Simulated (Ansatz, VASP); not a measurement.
**One calculation of Al5As, two programs**

```
CELL_PARAMETERS angstrom
2.41276 -3.88746 0.00000
2.41276 3.88746 0.00000
0.00000 0.00000 5.72875
ATOMIC_POSITIONS crystal
Al 0.00000 0.00000 0.00000
Al 0.32885 0.67115 0.24684
Al 0.67115 0.32885 0.24684
Al 0.32885 0.67115 0.75316
Al 0.67115 0.32885 0.75316
As 0.00000 0.00000 0.50000
```

Alike in both runs: functional PBE; k mesh 10 × 10 × 8; occupations gaussian, width 0.1 eV; no spin polarisation.

Ansatz relaxed the structure, and its values are those at the end. VASP's run is a single point on that final structure, the one shown.

|  | VASP | Ansatz |
| --- | --- | --- |
| version | VASP 6.6.1 | Ansatz 0.2.0 |
| potentials or method | VASP PAW PBE potentials, release 64 (Al, As), cutoff 520 eV | scalar-relativistic, plane waves, PAW |
| valence electrons in the cell | 20 | 30 |

|  | VASP | Ansatz | Ansatz less VASP |
| --- | --- | --- | --- |
| gap on the k mesh at the Fermi level (eV) | none | none | - |
| pressure (GPa) | 0.0 | 0.0 | -0.01 |

A gap of «none» marks a metal or a gap that the smearing closes. VASP's potentials hold 20 valence electrons a cell and Ansatz's 30, so a difference there can come from the potentials and not from the codes.
